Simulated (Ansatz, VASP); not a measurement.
# Two plane-wave programs on FeCo3

```
Fe Co
1.0
     3.53570    0.00000    0.00000
     0.00000    3.53570    0.00000
     0.00000    0.00000    3.53570
Fe Co
1 3
Cartesian
  0.0000 0.0000 0.0000
  1.7679 1.7679 0.0000
  1.7679 0.0000 1.7679
  0.0000 1.7679 1.7679
```

Alike in both runs: task single point; functional PBEsol; k mesh 12 × 12 × 12; occupations gaussian, width 0.1 eV; no spin polarisation.

|  | VASP | Ansatz |
| --- | --- | --- |
| version | VASP 6.6.1 | Ansatz 0.2.0 |
| potentials or method | VASP PAW PBE potentials, release 64 (Fe, Co), cutoff 520 eV | scalar-relativistic, plane waves, PAW |
| valence electrons in the cell | 35 | 67 |

```csv
,VASP,Ansatz,Ansatz less VASP
gap on the k mesh at the Fermi level (eV),none,none,-
pressure (GPa),-26.0,-25.8,+0.19
```

VASP's potentials were made for PBE, not for PBEsol. A gap of «none» marks a metal or a gap that the smearing closes. VASP's potentials hold 35 valence electrons a cell and Ansatz's 67, so a difference there can come from the potentials and not from the codes.
